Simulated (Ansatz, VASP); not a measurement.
Two plane-wave programs on K3H8

```
K H
1.0
     4.28372    2.47321    4.48130
    -4.28372    2.47321    4.48130
     0.00000   -4.94641    4.48130
K H
3 8
Direct
  0.50000 0.00000 0.50000
  0.00000 0.50000 0.50000
  0.50000 0.50000 0.00000
  0.44078 0.00400 0.00400
  0.00400 0.00400 0.44078
  0.00400 0.44078 0.00400
  0.35419 0.35419 0.35419
  0.64581 0.64581 0.64581
  0.99600 0.55922 0.99600
  0.99600 0.99600 0.55922
  0.55922 0.99600 0.99600
```

Change from the starting cell: species swapped into the Ir3Se8 type (R-3, No. 148).

Alike in both runs: functional PBE; k mesh 6 × 6 × 6; occupations gaussian, width 0.1 eV; no spin polarisation.

Ansatz relaxed the structure, and its values are those at the end. VASP's run is a single point on that final structure, the one shown.

```csv
,VASP,Ansatz
version,VASP 6.6.1,Ansatz 0.2.0
potentials or method,"VASP PAW PBE potentials, release 64 (K_sv, H), cutoff 520 eV","scalar-relativistic, plane waves, PAW"
valence electrons in the cell,35,35
```

```csv
,VASP,Ansatz,Ansatz less VASP
gap on the k mesh at the Fermi level (eV),none,none,-
pressure (GPa),0.0,0.0,+0.06
rms of the force components (eV/Å),0.003,0.001,-0.0025
```

A gap of «none» marks a metal or a gap that the smearing closes.
